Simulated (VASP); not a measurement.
A run of VASP 6.6.1 is set up as follows.

INCAR

```
  PREC = Accurate
  ENCUT = 500
  EDIFF = 1E-6
  ISMEAR = 0
  SIGMA = 0.2
  LREAL = F
  LASPH = T
  NELM = 200
  ALGO = Normal
  ISIF = 2
  LWAVE = F
  LCHARG = F
  GGA = PE
  NBANDS = 29
  GGA_COMPAT = F
  LMAXMIX = 6
```

File KPOINTS:

```
regular mesh
0
Gamma
  4 4 4
```

Contents of POSCAR:

```
Ho4S
1.0
   -3.2635967011      3.2635967011      3.2635967011
    3.2635967011     -3.2635967011      3.2635967011
    3.2635967011      3.2635967011     -3.2635967011
Ho S
4 1
Direct
    0.5000000000      0.5000000000      0.5000000000
    0.5000000000      0.0000000000      0.0000000000
    0.0000000000      0.0000000000      0.5000000000
    0.0000000000      0.5000000000      0.0000000000
    0.0000000000      0.0000000000      0.0000000000
```

Potentials or basis: VASP PAW PBE potentials, release 64 (Ho_3, S), 4f in core.

The run is started by

```bash
$ cat potpaw_PBE.64/Ho_3/POTCAR potpaw_PBE.64/S/POTCAR > POTCAR
$ mpirun -np 1 vasp_std > vasp.out
```

Problem. Estimate the band gap on the k mesh.

Solution. Zero (bands 21 and 22 overlap by 0.99 eV).

Problem. What does it give for the pressure?

Solution. 0.9 GPa.

Caveat: spin-orbit coupling is left out, which moves the levels of the heavy elements; the 4f electrons are frozen in the core, so they carry no moment and show no levels; the run has no spin polarisation, though such a crystal can be magnetic. With open d or f shells a metallic result of PBE can be an artefact of self-interaction; +U or a hybrid may open a gap.
